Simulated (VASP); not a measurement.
Input of a VASP 6.6.1 run:

Contents of INCAR:

```
SYSTEM = ZnSe
PREC     = Accurate       ! precision mode
ENCUT    = 520            ! plane-wave cutoff, eV
EDIFF    = 1E-7           ! SCF threshold, eV
ISMEAR   = 0              ! smearing method
SIGMA    = 0.01           ! smearing width, eV
LREAL    = .FALSE.        ! projectors in reciprocal space
LASPH    = .TRUE.         ! aspherical terms in the spheres
NELM     = 60             ! most SCF steps
ALGO     = Normal         ! electronic algorithm
ISIF     = 2              ! what is computed and relaxed
LWAVE    = .FALSE.        ! write WAVECAR
LCHARG   = .FALSE.        ! write CHGCAR
NBANDS   = 16             ! bands
```

File KPOINTS:

```
regular mesh
0
G
  6 6 6
  0 0 0
```

Contents of POSCAR:

```
ZnSe
1.0
    0.0000000000      2.9074379026      2.9074379026
    2.9074379026      0.0000000000      2.9074379026
    2.9074379026      2.9074379026      0.0000000000
Zn Se
1 1
Direct
    0.0000000000      0.0000000000      0.0000000000
    0.2500000000      0.2500000000      0.2500000000
```

Potentials or basis: VASP PAW LDA potentials, release 64 (Zn, Se).

The run is started by

```console
$ cat potpaw_LDA.64/Zn/POTCAR potpaw_LDA.64/Se/POTCAR > POTCAR
$ mpirun -np 1 vasp_std > vasp.out
```

**Question.** Predict the pressure.

**Answer.** -6.7 GPa.

**Question.** Estimate the band gap on the k mesh.

**Answer.** 0.77 eV, direct.

LDA gaps usually lie below the measured ones, often by a third to a half.
